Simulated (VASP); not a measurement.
# TiNi (P4/nmm) in VASP: single point with LDA

Aim: the single point of TiNi with LDA.

Program: VASP 6.6.1. These are calculated values, not measurements. Logs are shortened: lines on timing, memory, paths and dates and some standing lists are left out, and cuts for length are marked.

### 1 The cell of the first run

The structure is tetragonal, space group P4/nmm (No. 129). Conventional cell: a = 3.822 Å, b = 3.822 Å, c = 3.636 Å, α = 90.00°, β = 90.00°, γ = 90.00°. Within 3.4 Å of Ti (site symmetry 4mm) lie 8 Ni at 2.59 to 2.69 Å and 4 Ti at 2.71 Å. Ni (site symmetry -4m2) has 8 Ti at 2.59 to 2.69 Å and 4 Ni at 2.70 Å within 3.4 Å.

### 2 Single point, LDA

File INCAR:

```
SYSTEM = TiNi
PREC = Accurate
ENCUT = 550
EDIFF = 1E-6
ISMEAR = 0
SIGMA = 0.05
LREAL = .FALSE.
LASPH = .TRUE.
NELM = 300
ALGO = All
ISIF = 2
LWAVE = .FALSE.
LCHARG = .FALSE.
GGA = CA
NBANDS = 30
GGA_COMPAT = .FALSE.
ISEARCH = 1
KPAR = 4
```

File KPOINTS:

```
Automatic mesh
0
G
  10 10 10
  0 0 0
```

File POSCAR:

```
TiNi
1.0
    3.8219460000      0.0000000000      0.0000000000
    0.0000000000      3.8219460000      0.0000000000
    0.0000000000      0.0000000000      3.6362500000
Ti Ni
2 2
Direct
    0.0000000000      0.5000000000      0.4808010000
    0.5000000000      0.0000000000      0.5191990000
    0.5000000000      0.5000000000      0.0000000000
    0.0000000000      0.0000000000      0.0000000000
```

Potentials or basis: VASP PAW LDA potentials, release 64 (Ti_sv, Ni).

Command:

```bash
$ cat potpaw_LDA.64/Ti_sv/POTCAR potpaw_LDA.64/Ni/POTCAR > POTCAR
$ mpirun -np 4 vasp_std > vasp.out
```

OUTCAR:

```text
SYSTEM = TiNi
   PREC = Accurate
   ENCUT = 550
   EDIFF = 1E-6
   ISMEAR = 0
   LREAL = .FALSE.
   LASPH = .TRUE.
   NELM = 300
   ISIF = 2
   GGA = CA

 ion  position               nearest neighbor table
   1  0.000  0.500  0.481-   3 2.59   4 2.59   4 2.59   3 2.59   4 2.69   3 2.69   3 2.69   4 2.69
                             2 2.71   2 2.71   2 2.71   2 2.71
   2  0.500  0.000  0.519-   3 2.59   4 2.59   3 2.59   4 2.59   3 2.69   3 2.69   4 2.69   4 2.69
                             1 2.71   1 2.71   1 2.71   1 2.71
   3  0.500  0.500  0.000-   1 2.59   2 2.59   2 2.59   1 2.59   2 2.69   2 2.69   1 2.69   1 2.69
                             4 2.70   4 2.70   4 2.70   4 2.70
   4  0.000  0.000  0.000-   1 2.59   2 2.59   1 2.59   2 2.59   2 2.69   1 2.69   2 2.69   1 2.69
                             3 2.70   3 2.70   3 2.70   3 2.70

  LATTYP: Found a simple tetragonal cell.
 ALAT       =     3.8219460000
 C/A-ratio  =     0.9514132329

  Lattice vectors:

 A1 = (   3.8219460000,   0.0000000000,   0.0000000000)
 A2 = (   0.0000000000,   3.8219460000,   0.0000000000)
 A3 = (   0.0000000000,   0.0000000000,   3.6362500000)

Analysis of symmetry for initial positions (statically):
=====================================================================
 Subroutine PRICEL returns:
 Original cell was already a primitive cell.

 Routine SETGRP: Setting up the symmetry group for a
 simple tetragonal supercell.

 Subroutine GETGRP returns: Found 16 space group operations
 (whereof  8 operations were pure point group operations)
 out of a pool of 16 trial point group operations.

The static configuration has the point symmetry D_2d.
 The point group associated with its full space group is D_4h.

Analysis of symmetry for dynamics (positions and initial velocities):
=====================================================================
 Subroutine PRICEL returns:
 Original cell was already a primitive cell.

 Routine SETGRP: Setting up the symmetry group for a
 simple tetragonal supercell.

 Subroutine GETGRP returns: Found 16 space group operations
 (whereof  8 operations were pure point group operations)
 out of a pool of 16 trial point group operations.

The dynamic configuration has the point symmetry D_2d.
 The point group associated with its full space group is D_4h.

 Subroutine INISYM returns: Found 16 space group operations
 (whereof  8 operations are pure point group operations),
 and found     1 'primitive' translations

----------------------------------------------------------------------------------------

                                     Primitive cell

[... 98 lines left out ...]
   IBRION =     -1    ionic relax: 0-MD 1-quasi-New 2-CG
   NFREE  =      0    steps in history (QN), initial steepest desc. (CG)
   ISIF   =      2    stress and relaxation
   ISYM   =      2    0-nonsym 1-usesym 2-fastsym
   POTIM  = 0.5000    time-step for ionic-motion
   TEBEG  =    0.0;   TEEND  =   0.0 temperature during run
   PSTRESS=    0.0 pullay stress
   NELECT =      44.0000    total number of electrons
   NUPDOWN=      -1.0000    fix difference up-down
   EMIN   =  10.00;   EMAX   =-10.00  energy-range for DOS
   EFERMI =   0.00;   METHOD = LEGACY
   ISMEAR =     0;   SIGMA  =   0.05  broadening in eV -4-tet -1-fermi 0-gaus
   EFERMI_NEDOS =   21; number of points for ismear=-14 and -15
   IALGO  =     58    algorithm
   IMIX   =      4    mixing-type and parameters
     AMIX     =   0.40;   BMIX     =  1.00
     AMIX_MAG =   1.60;   BMIX_MAG =  1.00
  volume/ion in A,a.u.               =      13.28        89.61
  Fermi-wavevector in a.u.,A,eV,Ry     =   1.537511  2.905474 32.163340  2.363939
  Thomas-Fermi vector in A             =   2.644009
   LORBIT       =      0    0 simple, 1 ext, 2 COOP (PROOUT), +10 PAW based schemes
   GGA     = CA    functional components
   LHFCALC =     F    Hartree Fock is set to
   AEXX    =    0.0000 exact exchange contribution
   IVDW    =     0    specifies the selected vdW correction
   LEPSILON=     F    determine dielectric tensor
   LRPA    =     F    only Hartree local field effects (RPA)
 non-spin polarized calculation
 Gauss-broadening in eV      SIGMA  =   0.05
  energy-cutoff  :      550.00
  volume of cell :       53.12
 maximum number of plane-waves:      1590
 NGX is ok and might be reduce to    30
   NGX = 15   NGY = 15   NGZ = 13

 number of electron      44.0000028 magnetization

 Free energy of the ion-electron system (eV)
  ---------------------------------------------------
  ext. energy  EPLUGINS =         0.00000000
  ---------------------------------------------------
  free energy    TOTEN  =       -31.59840948 eV

  energy without entropy =      -31.59175764  energy(sigma->0) =      -31.59508356

 E-fermi :   9.1447     XC(G=0): -12.8374

 val. band max:        9.1431979650   @ k =   0.2000   0.2000   0.1000
 cond. band min:       9.1477584487   @ k =   0.5000   0.5000   0.5000
 fundamental gap:      0.0045604837
 Fermi energy:         9.1447468004

 k-point     1 :       0.0000    0.0000    0.0000
  band No.  band energies     occupation
      1     -46.9605      2.00000
      2     -46.7678      2.00000
      3     -23.8067      2.00000
      4     -23.8067      2.00000
      5     -23.5893      2.00000
      6     -23.4308      2.00000
[... 781 lines left out ...]
     29      12.0587      0.00000
     30      12.1885      0.00000

 [... further k-points ...]

------------------------ aborting loop because EDIFF is reached ----------------------------------------

  FORCE on cell =-STRESS in cart. coord.  units (eV):
  Direction    XX          YY          ZZ          XY          YZ          ZX
  --------------------------------------------------------------------------------------
  -------------------------------------------------------------------------------------
  Total       -3.1779601     -3.1779601     -4.2375954      0.0000000      0.0000000      0.0000000
  in kB      -95.8597282    -95.8597282   -127.8224820      0.0000000      0.0000000      0.0000000
  external PRESSURE =    -106.5139794 kB  Pullay stress =       0.0000000 kB

 VOLUME and BASIS-vectors are now :
 -----------------------------------------------------------------------------
  energy-cutoff  :      550.00
  volume of cell :       53.12
      direct lattice vectors                 reciprocal lattice vectors
     3.821946000  0.000000000  0.000000000     0.261646816  0.000000000  0.000000000
     0.000000000  3.821946000  0.000000000     0.000000000  0.261646816  0.000000000
     0.000000000  0.000000000  3.636250000     0.000000000  0.000000000  0.275008594

 POSITION                                       TOTAL-FORCE (eV/Angst)
 -----------------------------------------------------------------------------------
      0.00000      1.91097      1.74831        -0.000000      0.000000      0.070458
      1.91097      0.00000      1.88794         0.000000      0.000000     -0.070458
      1.91097      1.91097      0.00000        -0.000000     -0.000000      0.000000
      0.00000      0.00000      0.00000        -0.000000      0.000000      0.000000
 -----------------------------------------------------------------------------------
    total drift:                                0.000000      0.000000     -0.000000

  FREE ENERGIE OF THE ION-ELECTRON SYSTEM (eV)
  ---------------------------------------------------
  free  energy   TOTEN  =       -31.5984094790 eV

  energy  without entropy=      -31.5917585652  energy(sigma->0) =      -31.59508402
```

stdout:

```text
POSCAR found type information on POSCAR TiNi
 POSCAR found :  2 types and       4 ions
 scaLAPACK will be used
 LDA part: xc-table for (Slater(with rela. corr.)+CA(PZ))
 , standard interpolation
 POSCAR, INCAR and KPOINTS ok, starting setup
[... 48 lines left out ...]
 gam= 1.433 trial= 0.381  step=  0.2291 mean=  0.3806
 gam= 0.460 g(H,U,f)=  0.404E-05 0.113E-05 0.225E-06 ort(H,U,f) = 0.186E-05-0.155E-05-0.313E-06
 gam= 0.460 trial= 0.365  step=  0.5667 mean=  0.3655
 gam= 0.901 g(H,U,f)=  0.332E-05 0.121E-05 0.328E-06 ort(H,U,f) = 0.508E-06-0.432E-06-0.693E-07
 gam= 0.901 trial= 0.386  step=  0.2846 mean=  0.3856
 gam= 0.893 g(H,U,f)=  0.273E-05 0.134E-05 0.266E-06 ort(H,U,f) = 0.108E-05-0.865E-06-0.220E-06
 gam= 0.893 trial= 0.375  step=  0.4511 mean=  0.3755
 final diagonalization occupied
```

Run time: 40 s. Hardware: 4 MPI ranks of Intel Xeon 6975P-C (Granite Rapids), shared host; peak memory 0.46 GiB.

Results:

| Property | Result |
| --- | --- |
| Free energy | -31.5984 eV |
| Pressure | -10.7 GPa |
| Largest force | 0.070 eV/Å |
| Band gap on the k mesh | zero (bands 22 and 23 overlap by 1.80 eV) |

Forces on the atoms (eV/Å):
```
Ti   0.000  0.000  0.070
Ti   0.000  0.000 -0.070
Ni   0.000  0.000  0.000
Ni   0.000  0.000  0.000
```

Levels at points of the mesh, in eV from the Fermi level:
| k point | band 18 | band 19 | band 20 | band 21 | band 22 | band 23 | band 24 | band 25 | band 26 | band 27 |
| --- | --- | --- | --- | --- | --- | --- | --- | --- | --- | --- |
| (0.00, 0.00, 0.00) | -1.12 | -0.67 | -0.35 | 0.14 | 0.62 | 2.16 | 2.16 | 2.31 | 2.47 | 2.47 |
| (0.50, 0.00, 0.00) | -2.20 | -1.64 | -1.64 | 0.61 | 0.61 | 0.89 | 0.89 | 1.23 | 1.23 | 1.74 |
| (0.50, 0.50, 0.00) | -1.66 | -1.44 | -1.44 | -0.80 | -0.80 | -0.35 | -0.35 | 0.57 | 0.57 | 1.66 |
| (0.00, 0.00, 0.50) | -1.58 | -1.47 | -1.33 | -1.33 | -1.06 | -1.06 | -0.66 | 1.63 | 2.04 | 2.04 |
| (0.50, 0.00, 0.50) | -2.18 | -1.68 | -1.68 | -1.37 | -1.37 | 0.81 | 0.81 | 1.38 | 1.38 | 1.87 |
| (0.50, 0.50, 0.50) | -1.84 | -0.17 | -0.17 | 0.00 | 0.00 | 0.26 | 0.26 | 0.78 | 0.78 | 2.33 |

Caveat: the cell stands under tension.
